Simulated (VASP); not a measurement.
Write the native input for VASP 6.6.1 that does the following.

| Item | Value |
| --- | --- |
| Task | single point |
| Functional | r2SCAN |
| Potentials or basis | VASP PAW PBE potentials, release 64 (H) |
| Cutoff | 520 eV |
| k mesh | 14 × 14 × 14 |
| Occupations | gaussian, width 0.02 eV |
| Spin | no spin polarisation |
| Dipole correction | no |
| Further INCAR settings | ALGO = Normal; EDIFF = 1e-07; NBANDS = 8 |

Crystal: H.

```
H
1.0
    -1.08985    1.08985    1.54021
     1.08985   -1.08985    1.54021
     1.08985    1.08985   -1.54021
H
2
Direct
  0.88196 0.88196 0.00000
  0.11804 0.11804 0.00000
```

These files were run (other wordings do the same):

POSCAR

```
H
1.0
   -1.0898470660      1.0898470660      1.5402081045
    1.0898470660     -1.0898470660      1.5402081045
    1.0898470660      1.0898470660     -1.5402081045
H
2
Direct
    0.8819617410      0.8819617410      0.0000000000
    0.1180382590      0.1180382590      0.0000000000
```

INCAR.step1

```
  ALGO = Normal
  EDIFF = 1E-4
  ENCUT = 520
  GGA = PE
  ISMEAR = 0
  LASPH = True
  LCHARG = False
  LREAL = False
  LWAVE = True
  NBANDS = 8
  NELM = 60
  PREC = Accurate
  SIGMA = 0.02
```

INCAR.step2

```
  ALGO = Normal
  EDIFF = 1E-7
  ENCUT = 520
  ISIF = 2
  ISMEAR = 0
  ISTART = 1
  LASPH = True
  LCHARG = False
  LMIXTAU = True
  LREAL = False
  LWAVE = False
  METAGGA = R2SCAN
  NBANDS = 8
  NELM = 60
  PREC = Accurate
  SIGMA = 0.02
```

KPOINTS

```
k-points
0
Gamma
  14 14 14
```

Potentials or basis: VASP PAW PBE potentials, release 64 (H).

The run is started by

```sh
$ cat potpaw_PBE.64/H/POTCAR > POTCAR
$ cp INCAR.step1 INCAR
$ mpirun -np 1 vasp_std > vasp.out
$ cp INCAR.step2 INCAR
$ mpirun -np 1 vasp_std > vasp.out
```

It gave:

```yaml
Pressure: 29.5 GPa
Largest_force: 0.022 eV/Å
Band_gap_on_the_k_mesh: 6.10 eV (least direct gap 6.61 eV)
```

Caveat: the cell stands under pressure; the PAW data sets were made with another functional, which shifts forces and pressure a little.

Run time: 15 s on 1 thread of Intel(R) Xeon(R) 6975P-C (Granite Rapids), with other jobs on the host, peak memory 0.11 GiB.
